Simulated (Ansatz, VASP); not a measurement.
## Rh in VASP and in Ansatz

File INCAR:

```
SYSTEM = Rh
ALGO = Normal
EDIFF = 1E-6
ENCUT = 520
GGA = PE
ISIF = 2
ISMEAR = -1
LASPH = .TRUE.
LCHARG = .FALSE.
LREAL = .FALSE.
LWAVE = .FALSE.
NBANDS = 14
NELM = 80
PREC = Accurate
SIGMA = 0.08
```

Contents of KPOINTS:

```
k-points
0
G
  16 16 16
  0 0 0
```

File POSCAR:

```
Rh
1.0
   -0.0380310000      1.8825345000      1.8825345000
    1.8825345000     -0.0380310000      1.8825345000
    1.8825345000      1.8825345000     -0.0380310000
Rh
1
Direct
    0.0000000000      0.0000000000      0.0000000000
```

Input for Ansatz:

```yaml
crystal:
  lattice:
    - [-0.038031, 1.8825345, 1.8825345]
    - [1.8825345, -0.038031, 1.8825345]
    - [1.8825345, 1.8825345, -0.038031]
  atoms:
    - { symbol: Rh, position: [0.0, 0.0, 0.0] }
kpoints:
  mp_grid: { grid: [16, 16, 16] }
  band_path:
    path:
      - [0.0, 0.0, 0.0]
      - [0.5, 0.5, 0.5]
      - [0.2551801333, 0.5, 0.7448198667]
      - [-0.2551801333, 0.2551801333, 0.5]
      - [0.0, 0.0, 0.5]
      - [0.0, 0.0, 0.0]
      - [-0.3775900666, 0.0, 0.3775900666]
      - [0.0, 0.3775900666, 0.6224099334]
      - [0.0, 0.5, 0.5]
    npoints: 5
scf:
  occupations: { method: fermi_dirac, width: 0.08 }
hamiltonian:
  xc: pbe
  pseudopotentials: { kind: all_electron, lapw: { basis_error: 0.001 } }
output:
  forces: true
  stress: true
  eigenvalues: true
```

Change from the starting cell: equal xy, yz and zx shear strains of -2 %.

Alike in both runs: task single point; functional PBE; k mesh 16 × 16 × 16; occupations fermi-dirac, width 0.08 eV; no spin polarisation.

|  | VASP | Ansatz |
| --- | --- | --- |
| version | VASP 6.6.1 | Ansatz 0.2.0 |
| potentials or method | VASP PAW PBE potentials, release 64 (Rh_pv), cutoff 520 eV | all-electron LAPW, scalar-relativistic |

|  | VASP | Ansatz | Ansatz less VASP |
| --- | --- | --- | --- |
| pressure (GPa) | 6.5 | 6.4 | -0.04 |
| traceless stress, the component that is largest in VASP (GPa) | 4.06 | 4.05 | -0.008 |

Ansatz ran all-electron here, and VASP with PAW potentials.
